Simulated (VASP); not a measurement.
# Ti: single point with PBEsol

The system is Ti.

```
Ti
1.0
     3.64603    0.00000    0.00000
    -1.82302    3.15756    0.00000
     0.00000    0.00000    6.01595
Ti
4
Cartesian
  0.0000 2.1050 2.6320
  1.8230 1.0525 5.6400
  1.8230 1.0525 3.3840
  0.0000 2.1050 0.3760
```

```json
{
  "Program": "VASP 6.6.1",
  "Task": "single point",
  "Functional": "PBEsol",
  "Potentials or basis": "VASP PAW PBE potentials, release 64 (Ti_sv)",
  "Cutoff": "520 eV",
  "k mesh": "6 × 6 × 4",
  "Occupations": "gaussian, width 0.1 eV",
  "Spin": "no spin polarisation"
}
```

* Pressure: 10.3 GPa
* Largest force: 0.130 eV/Å
* Band gap on the k mesh: zero (bands 24 and 25 overlap by 1.30 eV)

Forces on the atoms (eV/Å):
```
Ti   0.000  0.000  0.130
Ti   0.000  0.000  0.130
Ti   0.000  0.000 -0.130
Ti   0.000  0.000 -0.130
```

Stress tensor (GPa, compression positive):
```
11.55  0.00  0.00
 0.00 11.55  0.00
 0.00  0.00  7.92
```

Levels at points of the mesh, in eV from the Fermi level:
```
           k point  band 22  band 23  band 24  band 25  band 26  band 27
(0.00, 0.00, 0.00)    -0.86    -0.86    -0.45    -0.29    -0.29     0.47
(0.50, 0.00, 0.00)    -1.21    -0.60     0.10     0.36     0.47     0.89
(0.00, 0.00, 0.50)    -1.19    -0.34    -0.34    -0.34    -0.34     0.02
(0.50, 0.00, 0.50)    -0.56    -0.33    -0.33    -0.12    -0.12     0.06
```

Wall time 82 s on 1 thread of Intel Xeon 8259CL, on a shared host, peak memory 0.2 GiB.

Caveat: the cell stands under pressure; the PAW data sets were made with another functional, which shifts forces and pressure a little.
